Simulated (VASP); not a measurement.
# B2Te (Cmmm) in VASP: notebook

The runs below take B2Te through single point, relaxation of cell and atoms, with PBE.

Program: VASP 6.6.1. These are calculated values, not measurements. Logs are shortened: lines on timing, memory, paths and dates and some standing lists are left out, and cuts for length are marked.

### 1 The cell of the first run

Symmetry: Cmmm, No. 65, orthorhombic system. The conventional cell has a = 6.321 Å, b = 9.049 Å, c = 3.631 Å, α = 90.00°, β = 90.00°, γ = 90.00°. Within 2.2 Å of B (site symmetry m) lie 2 B at 1.64 to 1.70 Å. Te (site symmetry 2/m) has 4 B at 2.43 Å and 2 Te at 3.16 Å within 3.2 Å.

The cell was built from a structure type or drawn by symmetry, and may not be a known phase.

### 2 Single point, PBE

File INCAR:

```
SYSTEM = B2Te
PREC     = Accurate       ! precision mode
ENCUT    = 520            ! plane-wave cutoff, eV
EDIFF    = 1E-6           ! SCF threshold, eV
ISMEAR   = 0              ! smearing method
SIGMA    = 0.1            ! smearing width, eV
LREAL    = .FALSE.        ! projectors in reciprocal space
LASPH    = .TRUE.         ! aspherical terms in the spheres
NELM     = 100            ! most SCF steps
ALGO     = Fast           ! electronic algorithm
ISIF     = 2              ! what is computed and relaxed
LWAVE    = .FALSE.        ! write WAVECAR
LCHARG   = .FALSE.        ! write CHGCAR
GGA      = PE             ! functional
NBANDS   = 21             ! bands
```

File KPOINTS:

```
Automatic mesh
0
G
  4 4 6
  0 0 0
```

File POSCAR:

```
B2Te
1.0
    3.1604906905     -4.5246748104      0.0000000000
    3.1604906905      4.5246748104      0.0000000000
    0.0000000000      0.0000000000      3.6305013619
B Te
4 2
Direct
    0.0434431409      0.2249447376      0.5000000000
    0.9565568591      0.7750552624      0.5000000000
    0.2249447376      0.0434431409      0.5000000000
    0.7750552624      0.9565568591      0.5000000000
    0.0000000000      0.5000000000      0.0000000000
    0.5000000000      0.0000000000      0.0000000000
```

Potentials or basis: VASP PAW PBE potentials, release 64 (B, Te).

The run is started by

```bash
> cat potpaw_PBE.64/B/POTCAR potpaw_PBE.64/Te/POTCAR > POTCAR
> mpirun -np 1 vasp_std > vasp.out
```

OUTCAR:

```text
SYSTEM = B2Te
   PREC = Accurate
   ENCUT = 520
   EDIFF = 1E-6
   ISMEAR = 0
   LREAL = .FALSE.
   LASPH = .TRUE.
   NELM = 100
   ISIF = 2
   GGA = PE

 ion  position               nearest neighbor table
   1  0.043  0.225  0.500-   3 1.64   4 1.70   5 2.43   5 2.43
   2  0.957  0.775  0.500-   4 1.64   3 1.70   5 2.43   5 2.43
   3  0.225  0.043  0.500-   1 1.64   2 1.70   6 2.43   6 2.43
   4  0.775  0.957  0.500-   2 1.64   1 1.70   6 2.43   6 2.43
   5  0.000  0.500  0.000-   1 2.43   2 2.43   1 2.43   2 2.43   6 3.16   6 3.16
   6  0.500  0.000  0.000-   3 2.43   4 2.43   3 2.43   4 2.43   5 3.16   5 3.16

  LATTYP: Found a base centered orthorhombic cell.
 ALAT       =     6.3209813810
 B/A-ratio  =     1.4316368101
 C/A-ratio  =     0.5743572308

  Lattice vectors:

 A1 = (   3.1604906905,  -4.5246748104,   0.0000000000)
 A2 = (   3.1604906905,   4.5246748104,   0.0000000000)
 A3 = (   0.0000000000,   0.0000000000,   3.6305013619)

Analysis of symmetry for initial positions (statically):
=====================================================================
 Subroutine PRICEL returns:
 Original cell was already a primitive cell.

 Routine SETGRP: Setting up the symmetry group for a
 base centered orthorhombic supercell.

 Subroutine GETGRP returns: Found  8 space group operations
 (whereof  8 operations were pure point group operations)
 out of a pool of  8 trial point group operations.

The static configuration has the point symmetry D_2h.

Analysis of symmetry for dynamics (positions and initial velocities):
=====================================================================
 Subroutine PRICEL returns:
 Original cell was already a primitive cell.

 Routine SETGRP: Setting up the symmetry group for a
 base centered orthorhombic supercell.

 Subroutine GETGRP returns: Found  8 space group operations
 (whereof  8 operations were pure point group operations)
 out of a pool of  8 trial point group operations.

The dynamic configuration has the point symmetry D_2h.

 Subroutine INISYM returns: Found  8 space group operations
 (whereof  8 operations are pure point group operations),
 and found     1 'primitive' translations

----------------------------------------------------------------------------------------

                                     Primitive cell

  volume of cell :     103.8337

  direct lattice vectors                    reciprocal lattice vectors
[... 93 lines left out ...]
   ENCUT  =  520.0 eV  38.22 Ry    6.18 a.u.  10.26 10.26  6.75*2*pi/ulx,y,z
   NELM   =    100;   NELMIN=  2; NELMDL= -5     # of ELM steps
   EDIFF  = 0.1E-05   stopping-criterion for ELM
   LREAL  =      F    real-space projection
[... 7 lines left out ...]
   TEBEG  =    0.0;   TEEND  =   0.0 temperature during run
   PSTRESS=    0.0 pullay stress
   NELECT =      24.0000    total number of electrons
   NUPDOWN=      -1.0000    fix difference up-down
   EMIN   =  10.00;   EMAX   =-10.00  energy-range for DOS
   EFERMI =   0.00;   METHOD = LEGACY
   ISMEAR =     0;   SIGMA  =   0.10  broadening in eV -4-tet -1-fermi 0-gaus
   EFERMI_NEDOS =   21; number of points for ismear=-14 and -15
   IALGO  =     68    algorithm
   IMIX   =      4    mixing-type and parameters
     AMIX     =   0.40;   BMIX     =  1.00
     AMIX_MAG =   1.60;   BMIX_MAG =  1.00
  volume/ion in A,a.u.               =      17.31       116.78
  Fermi-wavevector in a.u.,A,eV,Ry     =   1.004691  1.898590 13.733769  1.009404
  Thomas-Fermi vector in A             =   2.137323
   LORBIT       =      0    0 simple, 1 ext, 2 COOP (PROOUT), +10 PAW based schemes
   GGA     = PE    functional components
   LHFCALC =     F    Hartree Fock is set to
   AEXX    =    0.0000 exact exchange contribution
   IVDW    =     0    specifies the selected vdW correction
   LEPSILON=     F    determine dielectric tensor
   LRPA    =     F    only Hartree local field effects (RPA)
 non-spin polarized calculation
 RMM-DIIS sequential band-by-band and
 Gauss-broadening in eV      SIGMA  =   0.10
  energy-cutoff  :      520.00
  volume of cell :      103.83
 maximum number of plane-waves:      2816
 NGX is ok and might be reduce to    42
   NGX = 21   NGY = 21   NGZ = 13

 number of electron      23.9999999 magnetization

 Free energy of the ion-electron system (eV)
  ---------------------------------------------------
  ext. energy  EPLUGINS =         0.00000000
  ---------------------------------------------------
  free energy    TOTEN  =       -27.80728521 eV

  energy without entropy =      -27.79664292  energy(sigma->0) =      -27.80196407

 E-fermi :   5.3235     XC(G=0):  -9.4968

 val. band max:        5.3007350693   @ k =   0.2500  -0.0000   0.0000
 cond. band min:       5.3760912814   @ k =  -0.2500   0.2500   0.5000
 fundamental gap:      0.0753562121
 Fermi energy:         5.3234706240

 k-point     1 :       0.0000    0.0000    0.0000
  band No.  band energies     occupation
      1      -8.8405      2.00000
      2      -6.3599      2.00000
      3      -4.2205      2.00000
      4      -2.6794      2.00000
      5      -1.6061      2.00000
      6       1.0063      2.00000
[... 565 lines left out ...]
     20      12.7401      0.00000
     21      13.1704      0.00000

 [... further k-points ...]

------------------------ aborting loop because EDIFF is reached ----------------------------------------

  FORCE on cell =-STRESS in cart. coord.  units (eV):
  Direction    XX          YY          ZZ          XY          YZ          ZX
  --------------------------------------------------------------------------------------
  -------------------------------------------------------------------------------------
  Total        0.1146690      0.0847409      0.0503856      0.0000000      0.0000000      0.0000000
  in kB        1.7693680      1.3075709      0.7774610      0.0000000      0.0000000      0.0000000
  external PRESSURE =       1.2848000 kB  Pullay stress =       0.0000000 kB

 VOLUME and BASIS-vectors are now :
 -----------------------------------------------------------------------------
  energy-cutoff  :      520.00
  volume of cell :      103.83
      direct lattice vectors                 reciprocal lattice vectors
     3.160490691 -4.524674810  0.000000000     0.158203282 -0.110505179  0.000000000
     3.160490691  4.524674810  0.000000000     0.158203282  0.110505179  0.000000000
     0.000000000  0.000000000  3.630501362     0.000000000  0.000000000  0.275444050

 POSITION                                       TOTAL-FORCE (eV/Angst)
 -----------------------------------------------------------------------------------
      0.84824      0.82124      1.81525         0.012977      0.002831      0.000000
      5.47274     -0.82124      1.81525        -0.012977     -0.002831      0.000000
      0.84824     -0.82124      1.81525         0.012977     -0.002831      0.000000
      5.47274      0.82124      1.81525        -0.012977      0.002831     -0.000000
      1.58025      2.26234      0.00000         0.000000      0.000000      0.000000
      1.58025     -2.26234      0.00000        -0.000000     -0.000000      0.000000
 -----------------------------------------------------------------------------------
    total drift:                               -0.000000     -0.000000      0.000000

  FREE ENERGIE OF THE ION-ELECTRON SYSTEM (eV)
  ---------------------------------------------------
  free  energy   TOTEN  =       -27.8072852136 eV

  energy  without entropy=      -27.7966429213  energy(sigma->0) =      -27.80196407
```

It took 44 s on 1 thread of Intel Xeon Platinum 8488C (Sapphire Rapids), shared host; peak memory 0.23 GiB.

Results:

```yaml
Free_energy: -27.8073 eV
Pressure: 0.1 GPa
Largest_force: 0.013 eV/Å
Band_gap_on_the_k_mesh: zero (bands 12 and 13 overlap by 1.59 eV)
```

Forces in eV/Å, atoms in the order of the input:
```
B    0.013  0.003  0.000
B   -0.013 -0.003  0.000
B    0.013 -0.003  0.000
B   -0.013  0.003  0.000
Te   0.000  0.000  0.000
Te   0.000  0.000  0.000
```

Stress tensor (GPa, compression positive):
```
0.18 0.00 0.00
0.00 0.13 0.00
0.00 0.00 0.08
```

Levels at points of the mesh, in eV from the Fermi level:
| k point | band 9 | band 10 | band 11 | band 12 | band 13 | band 14 | band 15 | band 16 |
| --- | --- | --- | --- | --- | --- | --- | --- | --- |
| (0.00, 0.00, 0.00) | -0.87 | -0.38 | -0.25 | 0.24 | 1.31 | 1.83 | 1.83 | 2.08 |
| (0.50, 0.00, 0.00) | -2.44 | -2.19 | -0.49 | -0.20 | 0.83 | 1.03 | 1.97 | 2.49 |
| (0.50, 0.50, 0.00) | -2.65 | -1.68 | -1.59 | -0.46 | 1.48 | 1.52 | 2.44 | 3.08 |
| (0.00, 0.00, 0.50) | -3.64 | -3.01 | -2.02 | -1.92 | 1.20 | 2.06 | 2.29 | 4.53 |
| (0.50, 0.00, 0.50) | -2.10 | -1.92 | -1.56 | -1.50 | -1.14 | 1.41 | 1.96 | 2.80 |
| (0.50, 0.50, 0.50) | -2.62 | -1.94 | -1.66 | -1.22 | -0.66 | 2.51 | 2.54 | 2.82 |

Caveat: spin-orbit coupling is left out, which moves the levels of the heavy elements.

### 3 Relaxation of cell and atoms, PBE

This run uses another cell than the first one, of 13.66 Å³/atom.

File INCAR:

```
PREC     = Accurate       # precision mode
ENCUT    = 600            # plane-wave cutoff, eV
EDIFF    = 1E-7           # SCF threshold, eV
ISMEAR   = 0              # smearing method
SIGMA    = 0.1            # smearing width, eV
LREAL    = False          # projectors in reciprocal space
LASPH    = True           # aspherical terms in the spheres
NELM     = 100            # most SCF steps
ALGO     = Fast           # electronic algorithm
ISIF     = 3              # what is computed and relaxed
LWAVE    = False          # write WAVECAR
LCHARG   = False          # write CHGCAR
GGA      = PE             # functional
IBRION   = 2              # ionic algorithm
NSW      = 90             # ionic steps
EDIFFG   = -0.04          # ionic threshold
```

File KPOINTS:

```
regular mesh
0
Gamma
  4 4 6
```

File POSCAR:

```
B2Te
1.0
    2.3820342800     -5.0803850100      0.0000000000
    2.3820342800      5.0803850100      0.0000000000
    0.0000000000      0.0000000000      3.3856445100
B Te
4 2
Direct
    0.1019200500      0.3216338200      0.5000000000
    0.8980799500      0.6783661800      0.5000000000
    0.3216338200      0.1019200500      0.5000000000
    0.6783661800      0.8980799500      0.5000000000
    0.0000000000      0.5000000000      0.0000000000
    0.5000000000      0.0000000000      0.0000000000
```

Potentials or basis: VASP PAW PBE potentials, release 64 (B, Te).

The run is started by

```bash
> cat potpaw_PBE.64/B/POTCAR potpaw_PBE.64/Te/POTCAR > POTCAR
> mpirun -np 1 vasp_std > vasp.out
```

Run time: 11 min. Hardware: 1 thread of Intel Xeon Platinum 8488C (Sapphire Rapids), shared host; peak memory 0.28 GiB.

It converged, with:

```
Free energy                           : -27.8030 eV
Relaxed volume                        : 17.29 Å³/atom
Relaxed cell                          : a = 5.519 Å, b = 5.519 Å, c = 3.632 Å, α = 90.00°, β = 90.00°, γ = 110.40°
Space group after relaxing (to 0.1 Å) : Cmmm (No. 65)
Energy gained by relaxing             : 1456.3 meV/atom
Ionic steps                           : 23
Pressure after relaxing               : 0.1 GPa
Largest force after relaxing          : 0.038 eV/Å
Band gap on the k mesh                : zero (bands 12 and 13 overlap by 1.59 eV)
```

Forces in eV/Å, atoms in the order of the input:
```
B   -0.030  0.023  0.000
B    0.030 -0.023  0.000
B   -0.030 -0.023  0.000
B    0.030  0.023  0.000
Te   0.000  0.000  0.000
Te   0.000  0.000  0.000
```

Stress tensor (GPa, compression positive):
```
0.05 0.00 0.00
0.00 0.17 0.00
0.00 0.00 0.04
```

The path:
| step | energy change (eV) | largest force (eV/Å) | pressure (GPa) | volume (Å³) |
| --- | --- | --- | --- | --- |
| 1 | 0.0000 | 4.0341 | 35.02 | 81.94 |
| 2 | -5.6269 | 2.6574 | -12.18 | 119.98 |
| 3 | -5.5337 | 3.2201 | -10.57 | 112.72 |
| 4 | -6.2623 | 5.9465 | 5.59 | 101.04 |
| 5 | -7.0735 | 1.3804 | -4.08 | 105.19 |
| 6 | -7.0782 | 1.4012 | -3.67 | 104.94 |
| 7 | -7.6415 | 1.4992 | -0.03 | 98.74 |
| 8 | -7.6996 | 0.3104 | 15.10 | 87.56 |
| 9 | -7.8915 | 1.4564 | 4.83 | 93.75 |
| 10 | -7.9125 | 1.0919 | 8.86 | 90.85 |
| 11 | -8.0962 | 0.1195 | 9.49 | 91.95 |
| 12 | -8.0977 | 0.0486 | 9.62 | 92.05 |
| 13 | -8.4515 | 0.1349 | 3.55 | 97.83 |
| 14 | -8.5877 | 0.2592 | -1.05 | 103.88 |
| 15 | -8.5932 | 0.2846 | -1.91 | 105.28 |
| 16 | -8.6452 | 0.4345 | -0.75 | 104.58 |
| 17 | -8.6585 | 0.7462 | 0.19 | 104.04 |
| 18 | -8.6979 | 0.4612 | 0.29 | 103.72 |
| 19 | -8.7313 | 0.1273 | 0.65 | 103.06 |
| 20 | -8.7315 | 0.1559 | 0.70 | 103.00 |
| 21 | -8.7372 | 0.0607 | 0.10 | 103.56 |
| 22 | -8.7373 | 0.0779 | 0.00 | 103.66 |
| 23 | -8.7377 | 0.0379 | 0.09 | 103.72 |

Final structure:
```yaml
crystal:
  lattice:
    - [3.15009, -4.53227, 0.00000]
    - [3.15009, 4.53227, 0.00000]
    - [0.00000, 0.00000, 3.63247]
  atoms:
    - { symbol: B, position: [0.04443, 0.22544, 0.50000] }
    - { symbol: B, position: [0.95557, 0.77456, 0.50000] }
    - { symbol: B, position: [0.22544, 0.04443, 0.50000] }
    - { symbol: B, position: [0.77456, 0.95557, 0.50000] }
    - { symbol: Te, position: [0.00000, 0.50000, 0.00000] }
    - { symbol: Te, position: [0.50000, 0.00000, 0.00000] }
```

Levels at points of the mesh, in eV from the Fermi level:
```
           k point  band 10  band 11  band 12  band 13  band 14  band 15
(0.00, 0.00, 0.00)    -0.40    -0.27     0.24     1.37     1.82     1.83
(0.50, 0.00, 0.00)    -2.20    -0.51    -0.21     0.82     1.02     1.97
(0.50, 0.50, 0.00)    -1.68    -1.59    -0.48     1.47     1.58     2.44
(0.00, 0.00, 0.50)    -3.05    -2.02    -1.93     1.18     2.04     2.35
(0.50, 0.00, 0.50)    -1.92    -1.56    -1.50    -1.15     1.41     1.95
(0.50, 0.50, 0.50)    -1.94    -1.66    -1.20    -0.67     2.52     2.82
```

Caveat: the k points lie up to 0.30 Å⁻¹ apart in the final cell, too coarse for converged energies and pressures of a metal; the volume moved by over 15 % at a fixed basis, so the end points are rough; spin-orbit coupling is left out, which moves the levels of the heavy elements.
